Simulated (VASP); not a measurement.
# Ni in VASP: single point with PBE

Aim: the single point of Ni with PBE.

All numbers are computed with VASP 6.6.1; they aren't measurements. Logs are shortened: lines on timing, memory, paths and dates and some standing lists are left out, and cuts for length are marked.

**1. The cell of the first run**

The cell holds a sheet with vacuum, 1 atom: a = 2.259 Å, b = 2.259 Å, c = 23.800 Å, α = 90.00°, β = 90.00°, γ = 90.00°.

**2. Single point, PBE, collinear spin, ferromagnetic start**

The input, POSCAR:

```
Ni
1.0
    2.2591075433      0.0000000000      0.0000000000
    0.0000000000      2.2591075433      0.0000000000
    0.0000000000      0.0000000000     23.8000000000
Ni
1
Direct
    0.5000000000      0.5000000000      0.2941176471
```

The input, INCAR.step1:

```
  PREC = Accurate
  ENCUT = 520
  EDIFF = 1E-6
  ISMEAR = 0
  SIGMA = 0.1
  LREAL = False
  LASPH = True
  NELM = 150
  ALGO = Normal
  ISIF = 2
  LWAVE = False
  LCHARG = True
  ISPIN = 2
  MAGMOM = 0.99
  LMAXMIX = 4
  LDIPOL = True
  IDIPOL = 3
  DIPOL = 0.5 0.5 0.294
  GGA = PE
  NBANDS = 15
```

The input, KPOINTS.step1:

```
Automatic mesh
0
Gamma
  24 24 1
```

The input, INCAR.step2:

```
  PREC = Accurate
  ENCUT = 520
  EDIFF = 1E-6
  ISMEAR = -5
  SIGMA = 0.1
  LREAL = False
  LASPH = True
  NELM = 150
  ALGO = Normal
  ISIF = 2
  LWAVE = False
  LCHARG = False
  ISPIN = 2
  MAGMOM = 0.99
  LORBIT = 11
  LMAXMIX = 4
  LDIPOL = True
  IDIPOL = 3
  DIPOL = 0.5 0.5 0.294
  GGA = PE
  NEDOS = 2001
  ICHARG = 11
```

The input, KPOINTS.step2:

```
Automatic mesh
0
Gamma
  36 36 1
```

Potentials or basis: VASP PAW PBE potentials, release 64 (Ni).

Command:

```
cat potpaw_PBE.64/Ni/POTCAR > POTCAR
cp INCAR.step1 INCAR
cp KPOINTS.step1 KPOINTS
mpirun -np 1 vasp_std > vasp.out
cp INCAR.step2 INCAR
cp KPOINTS.step2 KPOINTS
mpirun -np 1 vasp_std > vasp.out
```

OUTCAR:

```text
PREC = Accurate
   ENCUT = 520
   EDIFF = 1E-6
   ISMEAR = -5
   LREAL = False
   LASPH = True
   NELM = 150
   ISIF = 2
   ISPIN = 2
   LORBIT = 11
   GGA = PE
   ICHARG = 11

 ion  position               nearest neighbor table
   1  0.500  0.500  0.294-

  LATTYP: Found a simple tetragonal cell.
 ALAT       =     2.2591075433
 C/A-ratio  =    10.5351336950

  Lattice vectors:

 A1 = (   2.2591075433,   0.0000000000,   0.0000000000)
 A2 = (   0.0000000000,   2.2591075433,   0.0000000000)
 A3 = (   0.0000000000,   0.0000000000,  23.8000000000)

Analysis of symmetry for initial positions (statically):
=====================================================================
 Subroutine PRICEL returns:
 Original cell was already a primitive cell.

 Routine SETGRP: Setting up the symmetry group for a
 simple tetragonal supercell.

 Subroutine GETGRP returns: Found 16 space group operations
 (whereof  8 operations were pure point group operations)
 out of a pool of 16 trial point group operations.

The static configuration has the point symmetry C_4v.
 The point group associated with its full space group is D_4h.

Analysis of symmetry for dynamics (positions and initial velocities):
=====================================================================
 Subroutine PRICEL returns:
 Original cell was already a primitive cell.

 Routine SETGRP: Setting up the symmetry group for a
 simple tetragonal supercell.

 Subroutine GETGRP returns: Found 16 space group operations
 (whereof  8 operations were pure point group operations)
 out of a pool of 16 trial point group operations.

The dynamic configuration has the point symmetry C_4v.
 The point group associated with its full space group is D_4h.

Analysis of structural, dynamic, and magnetic symmetry:
=====================================================================
 Subroutine PRICEL returns:
 Original cell was already a primitive cell.

 Routine SETGRP: Setting up the symmetry group for a
 simple tetragonal supercell.

 Subroutine GETGRP returns: Found 16 space group operations
 (whereof  8 operations were pure point group operations)
 out of a pool of 16 trial point group operations.

The overall configuration has the point symmetry C_4v.
 The point group associated with its full space group is D_4h.

 Subroutine INISYM returns: Found 16 space group operations
 (whereof  8 operations are pure point group operations),
 and found     1 'primitive' translations

----------------------------------------------------------------------------------------

                                     Primitive cell

  volume of cell :     121.4649

  direct lattice vectors                    reciprocal lattice vectors
     2.259107543  0.000000000  0.000000000     0.442652676  0.000000000  0.000000000
     0.000000000  2.259107543  0.000000000     0.000000000  0.442652676  0.000000000
     0.000000000  0.000000000 23.800000000     0.000000000  0.000000000  0.042016807

  length of vectors
     2.259107543  2.259107543 23.800000000     0.442652676  0.442652676  0.042016807

  position of ions in fractional coordinates (direct lattice)
     0.500000000  0.500000000  0.294117647

  ion indices of the primitive-cell ions
   primitive index   ion index
                 1           1

----------------------------------------------------------------------------------------

 KPOINTS: Automatic mesh

Automatic generation of k-mesh.
 Grid dimensions read from file:
 generate k-points for:   36   36    1

 Generating k-lattice:

  Cartesian coordinates                     Fractional coordinates (reciprocal lattice)
     0.012295908  0.000000000  0.000000000     0.027777778  0.000000000  0.000000000
     0.000000000  0.012295908  0.000000000     0.000000000  0.027777778  0.000000000
     0.000000000  0.000000000  0.042016807     0.000000000  0.000000000  1.000000000

  Length of vectors
     0.012295908  0.012295908  0.042016807

  Shift w.r.t. Gamma in fractional coordinates (k-lattice)
     0.000000000  0.000000000  0.000000000

 TETIRR: Found   1962 inequivalent tetrahedra from     7776

 Subroutine IBZKPT returns following result:
 ===========================================

 Found    190 irreducible k-points:

 Following reciprocal coordinates:
            Coordinates               Weight
  0.000000  0.000000  0.000000      1.000000
  0.027778  0.000000  0.000000      4.000000
  0.055556  0.000000  0.000000      4.000000
  0.083333  0.000000  0.000000      4.000000
  0.111111  0.000000  0.000000      4.000000
  0.138889  0.000000  0.000000      4.000000
[... 16 lines left out ...]
  0.111111  0.027778  0.000000      8.000000
  0.138889  0.027778  0.000000      8.000000
 [... further k-points ...]
   k-points           NKPTS =    190   k-points in BZ     NKDIM =    190   number of bands    NBANDS=      9
   number of dos      NEDOS =   2001   number of ions     NIONS =      1
   total plane-waves  NPLWV =  58320
   dimension x,y,z NGX =    18 NGY =   18 NGZ =  180
   dimension x,y,z NGXF=    36 NGYF=   36 NGZF=  360
   ions per type =               1
   NGX,Y,Z   is equivalent  to a cutoff of  13.25, 13.25, 12.57 a.u.
   NGXF,Y,Z  is equivalent  to a cutoff of  26.49, 26.49, 25.15 a.u.
 SYSTEM =  unknown system
   PREC   = accura    normal or accurate (medium, high low for compatibility)
   ISTART =      0    job   : 0-new  1-cont  2-samecut
   ICHARG =     11    charge: 1-file 2-atom 10-const
   ISPIN  =      2    spin polarized calculation?
   LNONCOLLINEAR =      F non collinear calculations
   LSORBIT =      F    spin-orbit coupling
   LASPH  =      T    aspherical Exc in radial PAW
   ENCUT  =  520.0 eV  38.22 Ry    6.18 a.u.   4.20  4.20 44.25*2*pi/ulx,y,z
   NELM   =    150;   NELMIN=  2; NELMDL=  0     # of ELM steps
   EDIFF  = 0.1E-05   stopping-criterion for ELM
   LREAL  =      F    real-space projection
   EDIFFG = 0.1E-04   stopping-criterion for IOM
   NSW    =      0    number of steps for IOM
   IBRION =     -1    ionic relax: 0-MD 1-quasi-New 2-CG
   NFREE  =      0    steps in history (QN), initial steepest desc. (CG)
   ISIF   =      2    stress and relaxation
   ISYM   =      2    0-nonsym 1-usesym 2-fastsym
   POTIM  = 0.5000    time-step for ionic-motion
   TEBEG  =    0.0;   TEEND  =   0.0 temperature during run
   PSTRESS=    0.0 pullay stress
   NELECT =      10.0000    total number of electrons
   NUPDOWN=      -1.0000    fix difference up-down
   EMIN   =  10.00;   EMAX   =-10.00  energy-range for DOS
   EFERMI =   0.00;   METHOD = LEGACY
   ISMEAR =    -5;   SIGMA  =   0.10  broadening in eV -4-tet -1-fermi 0-gaus
   EFERMI_NEDOS =   21; number of points for ismear=-14 and -15
   IALGO  =     38    algorithm
   IMIX   =      4    mixing-type and parameters
     AMIX     =   0.40;   BMIX     =  1.00
     AMIX_MAG =   1.60;   BMIX_MAG =  1.00
  volume/ion in A,a.u.               =     121.46       819.69
  Fermi-wavevector in a.u.,A,eV,Ry     =   0.712182  1.345830  6.900926  0.507204
  Thomas-Fermi vector in A             =   1.799490
   LORBIT       =     11    0 simple, 1 ext, 2 COOP (PROOUT), +10 PAW based schemes
   GGA     = PE    functional components
   LHFCALC =     F    Hartree Fock is set to
   AEXX    =    0.0000 exact exchange contribution
   IVDW    =     0    specifies the selected vdW correction
   LEPSILON=     F    determine dielectric tensor
   LRPA    =     F    only Hartree local field effects (RPA)
 spin polarized calculation
 Fermi weights with tetrahedron method with Bloechl corrections
  energy-cutoff  :      520.00
  volume of cell :      121.46
 maximum number of plane-waves:      3306
 NGX is ok and might be reduce to    18

 number of electron       9.9999988 magnetization       0.8548448

 dipolmoment           0.000000      0.000000     -0.000090 electrons x Angstroem

 Free energy of the ion-electron system (eV)
  ---------------------------------------------------
  ext. energy  EPLUGINS =         0.00000000
  ---------------------------------------------------
  free energy    TOTEN  =        -3.95294241 eV

  energy without entropy =       -3.95294241  energy(sigma->0) =       -3.95294241

 E-fermi :  -3.8890     XC(G=0):  -1.9613

 val. band max:       -3.8905777241   @ k =   0.4444   0.3056   0.0000
 cond. band min:      -3.8878938082   @ k =   0.1944   0.1389   0.0000
 fundamental gap:      0.0026839159
 Fermi energy:        -3.8889537515

 spin component 1

 k-point     1 :       0.0000    0.0000    0.0000
  band No.  band energies     occupation
      1      -9.7468      1.00000
      2      -7.7213      1.00000
      3      -5.8586      1.00000
      4      -4.7498      1.00000
      5      -4.7498      1.00000
      6      -4.4813      1.00000
      7      -3.0933      0.00000
      8       0.9777      0.00000
      9       1.4340      0.00000

 k-point     2 :       0.0278    0.0000    0.0000
  band No.  band energies     occupation
      1      -9.7214      1.00000
      2      -7.7111      1.00000
      3      -5.8516      1.00000
      4      -4.7886      1.00000
      5      -4.7486      1.00000
      6      -4.4902      1.00000
      7      -3.0423      0.00000
      8       0.9995      0.00000
      9       1.4573      0.00000

 k-point     3 :       0.0556    0.0000    0.0000
  band No.  band energies     occupation
      1      -9.6459      1.00000
      2      -7.6803      1.00000
      3      -5.8307      1.00000
      4      -4.8935      1.00000
      5      -4.7450      1.00000
      6      -4.5166      1.00000
      7      -2.9005      0.00000
      8       1.0650      0.00000
      9       1.5275      0.00000
[... 229 lines left out ...]
 k-point    23 :       0.1111    0.0278    0.0000
  band No.  band energies     occupation
      1      -9.3274      1.00000
      2      -7.5441      1.00000
      3      -5.7425      1.00000
      4      -5.2173      1.00000
      5      -4.7513      1.00000
      6      -4.6259      1.00000
      7      -2.3891      0.00000
      8       1.3489      0.00000
      9       1.8318      0.00000

 k-point    24 :       0.1389    0.0278    0.0000
  band No.  band energies     occupation
      1      -9.1190      1.00000
      2      -7.4440      1.00000
      3      -5.6837      1.00000
      4      -5.3963      1.00000
      5      -4.7411      1.00000
      6      -4.6961      1.00000
      7      -2.0895      0.00000
      8       1.5455      0.00000
      9       2.0391      0.00000

 [... further k-points ...]

 spin component 2

 k-point     1 :       0.0000    0.0000    0.0000
  band No.  band energies     occupation
      1      -9.6516      1.00000
      2      -7.1025      1.00000
      3      -5.4231      1.00000
      4      -3.5898      0.00000
      5      -3.5898      0.00000
      6      -3.2993      0.00000
      7      -3.1387      0.00000
      8       0.9424      0.00000
      9       1.3965      0.00000

 k-point     2 :       0.0278    0.0000    0.0000
  band No.  band energies     occupation
      1      -9.6260      1.00000
      2      -7.0922      1.00000
      3      -5.4156      1.00000
      4      -3.6873     -0.03646
      5      -3.5885      0.00000
      6      -3.3089      0.00000
      7      -3.0305      0.00000
      8       0.9641      0.00000
      9       1.4201      0.00000

 k-point     3 :       0.0556    0.0000    0.0000
  band No.  band energies     occupation
      1      -9.5499      1.00000
      2      -7.0612      1.00000
      3      -5.3934      1.00000
      4      -3.8724      0.42037
      5      -3.5845      0.00000
      6      -3.3373      0.00000
      7      -2.8128      0.00000
      8       1.0293      0.00000
      9       1.4908      0.00000
[... 229 lines left out ...]
 k-point    23 :       0.1111    0.0278    0.0000
  band No.  band energies     occupation
      1      -9.2272      1.00000
      2      -6.9260      1.00000
      3      -5.2995      1.00000
      4      -4.2827      1.00000
      5      -3.5938      0.00000
      6      -3.4553      0.00000
      7      -2.2281      0.00000
      8       1.3119      0.00000
      9       1.7960      0.00000

 k-point    24 :       0.1389    0.0278    0.0000
  band No.  band energies     occupation
      1      -9.0127      1.00000
      2      -6.8302      1.00000
      3      -5.2368      1.00000
      4      -4.4759      1.00000
      5      -3.5826      0.00000
      6      -3.5311      0.00000
      7      -1.9250      0.00000
      8       1.5075      0.00000
      9       2.0061      0.00000

 [... further k-points ...]

------------------------ aborting loop because EDIFF is reached ----------------------------------------

 vacuum level on the upper side and lower side of the slab       (xc-potential included)        -0.216        -0.220

  FORCE on cell =-STRESS in cart. coord.  units (eV):
  Direction    XX          YY          ZZ          XY          YZ          ZX
  --------------------------------------------------------------------------------------
  -------------------------------------------------------------------------------------
  Total        0.3343952      0.3343952      0.2690021      0.0000000      0.0000000      0.0000000
  in kB        4.4108246      4.4108246      3.5482604      0.0000000      0.0000000      0.0000000
  external PRESSURE =       4.1233032 kB  Pullay stress =       0.0000000 kB

 VOLUME and BASIS-vectors are now :
 -----------------------------------------------------------------------------
  energy-cutoff  :      520.00
  volume of cell :      121.46
      direct lattice vectors                 reciprocal lattice vectors
     2.259107543  0.000000000  0.000000000     0.442652676  0.000000000  0.000000000
     0.000000000  2.259107543  0.000000000     0.000000000  0.442652676  0.000000000
     0.000000000  0.000000000 23.800000000     0.000000000  0.000000000  0.042016807

 POSITION                                       TOTAL-FORCE (eV/Angst)
 -----------------------------------------------------------------------------------
      1.12955      1.12955      7.00000         0.000000      0.000000     -0.000000
 -----------------------------------------------------------------------------------
    total drift:                                0.000000      0.000000     -0.027753

  FREE ENERGIE OF THE ION-ELECTRON SYSTEM (eV)
  ---------------------------------------------------
  free  energy   TOTEN  =        -3.9529424062 eV

  energy  without entropy=       -3.9529424062  energy(sigma->0) =       -3.95294241

 vacuum level on the upper side and lower side of the slab         1.133         1.127

 total charge

# of ion       s       p       d       tot
------------------------------------------
    1        0.537   0.294   8.331   9.162

 magnetization (x)

# of ion       s       p       d       tot
------------------------------------------
    1        0.007  -0.010   0.876   0.872
```

Run time: 14 min. Hardware: 1 thread of Intel Xeon 8259CL, shared host; peak memory 0.51 GiB.

Results:

```yaml
Net_moment: 0.85 μB per cell
Site_moments: Ni +0.87 μB
Valence_electrons_inside_the_program's_atomic_spheres: Ni 9.16
```

Caveat: tetrahedron occupations give inexact forces and stress in metals.
